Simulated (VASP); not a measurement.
# Ga4AsP3 (I-42m) in VASP: single point with PBE

Aim: the single point of Ga4AsP3 with PBE.

Everything below comes from runs of VASP 6.6.1. Logs are shortened: lines on timing, memory, paths and dates and some standing lists are left out, and cuts for length are marked.

### 1 The cell of the first run

It takes space group I-42m (No. 121, tetragonal). The conventional cell has a = 5.504 Å, b = 5.504 Å, c = 11.006 Å, α = 90.00°, β = 90.00°, γ = 90.00°. Within 3.1 Å of P (site symmetry -4) lie 4 Ga at 2.37 Å. P (site symmetry -42m) has 4 Ga at 2.36 Å within 3.1 Å. Within 3.1 Å of Ga (site symmetry m) lie 3 P at 2.36 to 2.37 Å and 1 As at 2.43 Å. Within 3.2 Å of As (site symmetry -42m) lie 4 Ga at 2.43 Å.

### 2 Single point, PBE, non-collinear spin, zero start, spin-orbit coupling

Input file INCAR:

```
SYSTEM = Ga4AsP3
ALGO = Normal
EDIFF = 1E-6
ENCUT = 520
GGA = PE
GGA_COMPAT = .FALSE.
ISIF = 2
ISMEAR = 0
KPAR = 4
LASPH = .TRUE.
LCHARG = .FALSE.
LORBIT = 11
LORBMOM = .TRUE.
LREAL = .FALSE.
LSORBIT = .TRUE.
LWAVE = .FALSE.
MAGMOM = 0 0 0 0 0 0 0 0 0 0 0 0 0 0 0 0 0 0 0 0 0 0 0 0
NBANDS = 90
NELM = 150
PREC = Accurate
SIGMA = 0.01
```

Input file KPOINTS:

```
k-points
0
G
  6 6 6
  0 0 0
```

Input file POSCAR:

```
Ga4AsP3
1.0
   -2.7519796841      2.7519796841      5.5028866002
    2.7519796841     -2.7519796841      5.5028866002
    2.7519796841      2.7519796841     -5.5028866002
P Ga As
3 4 1
Direct
    0.2500000000      0.7500000000      0.5000000000
    0.5000000000      0.5000000000      0.0000000000
    0.7500000000      0.2500000000      0.5000000000
    0.8711420424      0.3830860113      0.0000000000
    0.1288579576      0.1288579576      0.5119439690
    0.3830860113      0.8711420424      0.0000000000
    0.6169139887      0.6169139887      0.4880560310
    0.0000000000      0.0000000000      0.0000000000
```

Potentials or basis: VASP PAW PBE potentials, release 64 (P, Ga_d, As).

Run with:

```bash
$ cat potpaw_PBE.64/P/POTCAR potpaw_PBE.64/Ga_d/POTCAR potpaw_PBE.64/As/POTCAR > POTCAR
$ mpirun -np 4 vasp_ncl > vasp.out
```

OUTCAR:

```text
SYSTEM = Ga4AsP3
   EDIFF = 1E-6
   ENCUT = 520
   GGA = PE
   ISIF = 2
   ISMEAR = 0
   LASPH = .TRUE.
   LORBIT = 11
   LREAL = .FALSE.
   LSORBIT = .TRUE.
   NELM = 150
   PREC = Accurate

 ion  position               nearest neighbor table
   1  0.250  0.750  0.500-   5 2.37   4 2.37   6 2.37   7 2.37
   2  0.500  0.500  0.000-   7 2.36   6 2.36   4 2.36   5 2.36
   3  0.750  0.250  0.500-   5 2.37   6 2.37   4 2.37   7 2.37
   4  0.871  0.383  0.000-   2 2.36   1 2.37   3 2.37   8 2.43
   5  0.129  0.129  0.512-   2 2.36   1 2.37   3 2.37   8 2.43
   6  0.383  0.871  0.000-   2 2.36   3 2.37   1 2.37   8 2.43
   7  0.617  0.617  0.488-   2 2.36   1 2.37   3 2.37   8 2.43
   8  0.000  0.000  0.000-   4 2.43   6 2.43   7 2.43   5 2.43

  LATTYP: Found a body centered tetragonal cell.
 ALAT       =     5.5039593682
 C/A-ratio  =     1.9996101832

  Lattice vectors:

 A1 = (  -2.7519796841,   2.7519796841,   5.5028866002)
 A2 = (   2.7519796841,  -2.7519796841,   5.5028866002)
 A3 = (   2.7519796841,   2.7519796841,  -5.5028866002)

Analysis of symmetry for initial positions (statically):
=====================================================================
 Subroutine PRICEL returns:
 Original cell was already a primitive cell.

 Routine SETGRP: Setting up the symmetry group for a
 body centered tetragonal supercell.

 Subroutine GETGRP returns: Found  8 space group operations
 (whereof  8 operations were pure point group operations)
 out of a pool of 16 trial point group operations.

The static configuration has the point symmetry D_2d.

Analysis of symmetry for dynamics (positions and initial velocities):
=====================================================================
 Subroutine PRICEL returns:
 Original cell was already a primitive cell.

 Routine SETGRP: Setting up the symmetry group for a
 body centered tetragonal supercell.

 Subroutine GETGRP returns: Found  8 space group operations
 (whereof  8 operations were pure point group operations)
 out of a pool of 16 trial point group operations.

The dynamic configuration has the point symmetry D_2d.

Analysis of structural, dynamic, and magnetic symmetry:
=====================================================================
 Subroutine PRICEL returns:
 Original cell was already a primitive cell.

 Routine SETGRP: Setting up the symmetry group for a
 body centered tetragonal supercell.

 Subroutine GETGRP returns: Found  8 space group operations
 (whereof  8 operations were pure point group operations)
 out of a pool of 16 trial point group operations.

The overall configuration has the point symmetry D_2d.

 Subroutine INISYM returns: Found  8 space group operations
 (whereof  8 operations are pure point group operations),
 and found     1 'primitive' translations

----------------------------------------------------------------------------------------

                                     Primitive cell

  volume of cell :     166.7021

  direct lattice vectors                    reciprocal lattice vectors
    -2.751979684  2.751979684  5.502886600     0.000000000  0.181687388  0.090861404
     2.751979684 -2.751979684  5.502886600     0.181687388  0.000000000  0.090861404
     2.751979684  2.751979684 -5.502886600     0.181687388  0.181687388  0.000000000

  length of vectors
     6.740070126  6.740070126  6.740070126     0.203140595  0.203140595  0.256944768

  position of ions in fractional coordinates (direct lattice)
     0.250000000  0.750000000  0.500000000
     0.500000000  0.500000000  0.000000000
     0.750000000  0.250000000  0.500000000
     0.871142042  0.383086011  0.000000000
     0.128857958  0.128857958  0.511943969
     0.383086011  0.871142042  0.000000000
     0.616913989  0.616913989  0.488056031
     0.000000000  0.000000000  0.000000000

  ion indices of the primitive-cell ions
   primitive index   ion index
                 1           1
                 2           2
                 3           3
                 4           4
                 5           5
                 6           6
                 7           7
                 8           8

----------------------------------------------------------------------------------------

 KPOINTS: k-points

Automatic generation of k-mesh.
 Grid dimensions read from file:
 generate k-points for:    6    6    6

 Generating k-lattice:

  Cartesian coordinates                     Fractional coordinates (reciprocal lattice)
     0.000000000  0.030281231  0.015143567     0.166666667  0.000000000  0.000000000
     0.030281231  0.000000000  0.015143567     0.000000000  0.166666667  0.000000000
     0.030281231  0.030281231  0.000000000     0.000000000  0.000000000  0.166666667

  Length of vectors
     0.033856766  0.033856766  0.042824128

[... 105 lines left out ...]

 E-fermi :   4.5409     XC(G=0):  -9.7671

 val. band max:        4.5008518263   @ k =   0.0000   0.0000   0.0000
 cond. band min:       5.8980791243   @ k =   0.5000   0.5000   0.5000
 fundamental gap:      1.3972272981
 Fermi energy:         4.5409002055

 k-point     1 :       0.0000    0.0000    0.0000
  band No.  band energies     occupation
      1     -10.4722      1.00000
      2     -10.4722      1.00000
      3     -10.4518      1.00000
      4     -10.4518      1.00000
      5     -10.4234      1.00000
      6     -10.4234      1.00000
[... 2077 lines left out ...]
     83       8.1036      0.00000
     84       8.1088      0.00000

 [... further k-points ...]

 [bands above 84 left out]

------------------------ aborting loop because EDIFF is reached ----------------------------------------

  FORCE on cell =-STRESS in cart. coord.  units (eV):
  Direction    XX          YY          ZZ          XY          YZ          ZX
  --------------------------------------------------------------------------------------
  -------------------------------------------------------------------------------------
  Total        2.7162307      2.7162307      2.7113167      0.0000000      0.0000000      0.0000000
  in kB       26.1057533     26.1057533     26.0585252      0.0000000      0.0000000      0.0000000
  external PRESSURE =      26.0900106 kB  Pullay stress =       0.0000000 kB

 VOLUME and BASIS-vectors are now :
 -----------------------------------------------------------------------------
  energy-cutoff  :      520.00
  volume of cell :      166.70
      direct lattice vectors                 reciprocal lattice vectors
    -2.751979684  2.751979684  5.502886600     0.000000000  0.181687388  0.090861404
     2.751979684 -2.751979684  5.502886600     0.181687388  0.000000000  0.090861404
     2.751979684  2.751979684 -5.502886600     0.181687388  0.181687388  0.000000000

 POSITION                                       TOTAL-FORCE (eV/Angst)
 -----------------------------------------------------------------------------------
      2.75198      0.00000      2.75144        -0.000000     -0.000000     -0.000000
      0.00000      0.00000      5.50289        -0.000000     -0.000000     -0.000000
      0.00000      2.75198      2.75144        -0.000000     -0.000000     -0.000000
     -1.34312      1.34312      6.90187         0.034602     -0.034602      0.036904
      1.40886      1.40886     -1.39899         0.034602      0.034602     -0.036904
      1.34312     -1.34312      6.90187        -0.034602      0.034602      0.036904
      1.34312      1.34312      4.10390        -0.034602     -0.034602     -0.036904
      0.00000      0.00000      0.00000        -0.000000     -0.000000     -0.000000
 -----------------------------------------------------------------------------------
    total drift:                               -0.000002     -0.000002     -0.000003

  FREE ENERGIE OF THE ION-ELECTRON SYSTEM (eV)
  ---------------------------------------------------
  free  energy   TOTEN  =       -35.6116406817 eV

  energy  without entropy=      -35.6116406817  energy(sigma->0) =      -35.61164068

 orbital moment (x)

 # of ion     p       d       tot
 ----------------------------------------
  1         0.000   0.000   0.000
  2         0.000   0.000   0.000
  3         0.000   0.000   0.000
  4         0.000  -0.000   0.000
  5         0.000  -0.000   0.000
  6        -0.000   0.000  -0.000
  7        -0.000   0.000  -0.000
  8        -0.000   0.000   0.000
 ----------------------------------------
           -0.000   0.000  -0.000

 orbital moment (y)

 # of ion     p       d       tot
 ----------------------------------------
  1         0.000   0.000   0.000
  2         0.000   0.000   0.000
  3        -0.000   0.000  -0.000
  4         0.000  -0.000   0.000
  5        -0.000   0.000  -0.000
  6        -0.000   0.000  -0.000
  7         0.000  -0.000   0.000
  8         0.000   0.000   0.000
 ----------------------------------------
            0.000   0.000   0.000

 orbital moment (z)

 # of ion     p       d       tot
 ----------------------------------------
  1        -0.000   0.000  -0.000
  2         0.000   0.000   0.000
  3         0.000   0.000   0.000
  4         0.000  -0.000   0.000
  5         0.000  -0.000  -0.000
  6         0.000  -0.000  -0.000
  7        -0.000  -0.000  -0.000
  8         0.000   0.000   0.000
 ----------------------------------------
            0.000  -0.000   0.000

 Spin-Orbit-Coupling matrix elements

 Ion:    1  E_soc:     -0.0009051
 l=   1
     0.0000000    -0.0001510    -0.0001505
    -0.0001510     0.0000000    -0.0001510
    -0.0001505    -0.0001510     0.0000000
 l=   2
     0.0000000     0.0000000     0.0000000     0.0000000     0.0000000
     0.0000000     0.0000000     0.0000000     0.0000000     0.0000000
     0.0000000     0.0000000     0.0000000     0.0000000     0.0000000
     0.0000000     0.0000000     0.0000000     0.0000000     0.0000000
     0.0000000     0.0000000     0.0000000     0.0000000     0.0000000
 l=   3
     0.0000000     0.0000000     0.0000000     0.0000000     0.0000000     0.0000000     0.0000000
     0.0000000     0.0000000     0.0000000     0.0000000     0.0000000     0.0000000     0.0000000
     0.0000000     0.0000000     0.0000000     0.0000000     0.0000000     0.0000000     0.0000000
     0.0000000     0.0000000     0.0000000     0.0000000     0.0000000     0.0000000     0.0000000
[... 129 lines left out ...]
 l=   2
     0.0000000    -0.0000041     0.0000000    -0.0000041    -0.0000026
    -0.0000041     0.0000000    -0.0000020    -0.0000042    -0.0000007
     0.0000000    -0.0000020     0.0000000    -0.0000020     0.0000000
    -0.0000041    -0.0000042    -0.0000020     0.0000000    -0.0000007
    -0.0000026    -0.0000007     0.0000000    -0.0000007     0.0000000
 l=   3
     0.0000000     0.0000000     0.0000000     0.0000000     0.0000000     0.0000000     0.0000000
     0.0000000     0.0000000     0.0000000     0.0000000     0.0000000     0.0000000     0.0000000
     0.0000000     0.0000000     0.0000000     0.0000000     0.0000000     0.0000000     0.0000000
     0.0000000     0.0000000     0.0000000     0.0000000     0.0000000     0.0000000     0.0000000
     0.0000000     0.0000000     0.0000000     0.0000000     0.0000000     0.0000000     0.0000000
     0.0000000     0.0000000     0.0000000     0.0000000     0.0000000     0.0000000     0.0000000
     0.0000000     0.0000000     0.0000000     0.0000000     0.0000000     0.0000000     0.0000000

 total charge

# of ion       s       p       d       tot
------------------------------------------
    1        1.023   1.513   0.000   2.536
    2        1.022   1.522   0.000   2.544
    3        1.023   1.513   0.000   2.536
    4        0.866   0.835  10.007  11.708
    5        0.866   0.835  10.007  11.708
    6        0.866   0.835  10.007  11.708
    7        0.866   0.835  10.007  11.708
    8        1.205   1.621   0.031   2.857
--------------------------------------------------
tot          7.738   9.508  40.060  57.306

 magnetization (x)

# of ion       s       p       d       tot
------------------------------------------
    1        0.000  -0.000   0.000  -0.000
    2        0.000  -0.000   0.000  -0.000
    3        0.000  -0.000   0.000  -0.000
    4       -0.000   0.000  -0.000   0.000
    5       -0.000   0.000  -0.000   0.000
    6        0.000  -0.000   0.000  -0.000
    7        0.000  -0.000   0.000  -0.000
    8        0.000   0.000   0.000   0.000
--------------------------------------------------
tot          0.000  -0.000   0.000  -0.000

 magnetization (y)

# of ion       s       p       d       tot
------------------------------------------
    1        0.000   0.000   0.000   0.000
    2        0.000   0.000   0.000   0.000
    3       -0.000   0.000   0.000   0.000
    4       -0.000   0.000  -0.000   0.000
    5        0.000  -0.000   0.000  -0.000
    6        0.000  -0.000   0.000  -0.000
    7       -0.000   0.000  -0.000   0.000
    8        0.000   0.000  -0.000  -0.000
--------------------------------------------------
tot         -0.000   0.000   0.000   0.000

 magnetization (z)

# of ion       s       p       d       tot
------------------------------------------
    1       -0.000  -0.000   0.000  -0.000
    2        0.000   0.000   0.000   0.000
    3        0.000   0.000   0.000   0.000
    4        0.000  -0.000  -0.000  -0.000
    5        0.000   0.000   0.000   0.000
    6       -0.000   0.000   0.000   0.000
    7       -0.000  -0.000  -0.000  -0.000
    8        0.000   0.000  -0.000  -0.000
--------------------------------------------------
tot         -0.000  -0.000  -0.000  -0.000
```

Run time: 13 min. Hardware: 4 MPI ranks of Intel Xeon Platinum 8259CL at 2.50GHz (Skylake/Cascade Lake), shared host; peak memory 1.5 GiB.

Results:

| Quantity | Value |
| --- | --- |
| Free energy | -35.6116 eV |
| Pressure | 2.6 GPa |
| Largest force | 0.061 eV/Å |
| Net moment | 0.00 μB per cell |
| Valence electrons inside the program's atomic spheres | P 2.54; Ga 11.71; As 2.86 |

Forces on the atoms (eV/Å):
```
P    0.000  0.000  0.000
P    0.000  0.000  0.000
P    0.000  0.000  0.000
Ga   0.035 -0.035  0.037
Ga   0.035  0.035 -0.037
Ga  -0.035  0.035  0.037
Ga  -0.035 -0.035 -0.037
As   0.000  0.000  0.000
```

Moments on the atoms (μB; x, y, z):
```
P   0.00 0.00 0.00
P   0.00 0.00 0.00
P   0.00 0.00 0.00
Ga  0.00 0.00 0.00
Ga  0.00 0.00 0.00
Ga  0.00 0.00 0.00
Ga  0.00 0.00 0.00
As  0.00 0.00 0.00
```
